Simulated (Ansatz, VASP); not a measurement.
## One calculation of LiF, two programs

INCAR

```
ALGO = Normal
EDIFF = 1E-7
ENCUT = 520
GGA = PE
ISIF = 2
ISMEAR = 0
LASPH = T
LCHARG = T
LELF = T
LREAL = F
LVHAR = T
LWAVE = F
NBANDS = 18
NELM = 100
PREC = Accurate
SIGMA = 0.05
```

The input KPOINTS:

```
k-points
0
Gamma
  9 9 6
```

POSCAR

```
LiF
1.0
    3.0774506209      0.0000000000      0.0000000000
   -1.5387253104      2.6651504166      0.0000000000
    0.0000000000      0.0000000000      5.0574823504
Li F
2 2
Direct
    0.3333333333      0.6666666667      0.3912714954
    0.6666666667      0.3333333333      0.8912714954
    0.3333333333      0.6666666667      0.9939266766
    0.6666666667      0.3333333333      0.4939266766
```

Input for Ansatz:

```yaml
crystal:
  lattice:
    - [3.0774506209, 0.0, 0.0]
    - [-1.5387253104, 2.6651504166, 0.0]
    - [0.0, 0.0, 5.0574823504]
  atoms:
    - { symbol: Li, position: [0.3333333333, 0.6666666667, 0.3912714954] }
    - { symbol: Li, position: [0.6666666667, 0.3333333333, 0.8912714954] }
    - { symbol: F, position: [0.3333333333, 0.6666666667, 0.9939266766] }
    - { symbol: F, position: [0.6666666667, 0.3333333333, 0.4939266766] }
basis:
  ecutwfc: 520.0
kpoints:
  mp_grid: { grid: [9, 9, 6] }
hamiltonian:
  xc: pbe
scf:
  occupations: { method: gaussian, width: 0.05 }
output:
  forces: true
  stress: true
  eigenvalues: true
```

Alike in both runs: task single point; functional PBE; k mesh 9 × 9 × 6; occupations gaussian, width 0.05 eV; no spin polarisation.

|  | VASP | Ansatz |
| --- | --- | --- |
| version | VASP 6.6.1 | Ansatz 0.2.0 |
| potentials or method | VASP PAW PBE potentials, release 64 (Li_sv, F), cutoff 520 eV | scalar-relativistic, plane waves, PAW |
| valence electrons in the cell | 20 | 20 |

VASP gave:

| Item | Value |
| --- | --- |
| gap on the k mesh at the Fermi level (eV) | 7.58 |
| least direct gap on the mesh (eV) | 7.58 |
| rms of the force components (eV/Å) | 0.127 |

What did Ansatz give for the same quantities?

gap on the k mesh at the Fermi level (eV): 7.59; least direct gap on the mesh (eV): 7.59; rms of the force components (eV/Å): 0.121.

Atom by atom the forces differ by 0.007 eV/Å (rms over components).

Noted on VASP's run: the cutoff is short for stress, so the pressure is rough.
